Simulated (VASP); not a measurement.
Runs of VASP 6.6.1 on Co. The structure is that of space group Fm-3m (No. 225), or close to it. The cells are those of the table. This isn't the form of Co at room conditions, which is hcp.

```tsv
task	cell	k mesh	cutoff (eV)	gap on the mesh (eV)	pressure (GPa)	moment (μB)
single point	a = 2.327 Å, angles 60.0°, 1 atom	20 × 20 × 20	520	none	65.1	1.40
relaxation of cell and atoms	relaxed to 67 GPa from a = 2.327 Å, angles 60.0°, 1 atom	20 × 20 × 20	600	none	67.0	1.39
relaxation of cell and atoms	relaxed to 67 GPa from a = 2.328 Å, angles 60.0°, 1 atom	20 × 20 × 20	600	none	67.0	1.39
single point	a = 2.491 Å, angles 60.0°, 1 atom	19 × 19 × 19	520	none	(a)	1.66
```

Alike in all rows: level PBE; potentials or basis VASP PAW PBE potentials, release 64 (Co); spin collinear, ferromagnetic start; smearing fermi-dirac 0.05 eV.

Problem. Estimate the missing entries.

Solution. (a) -0.8.

Caveats: the cell is relaxed towards a set pressure, so the run minimises the enthalpy, not the energy (at least some runs); the cell stands under pressure (at least some runs).

A gap of «none» marks levels without a gap at the run's occupations.
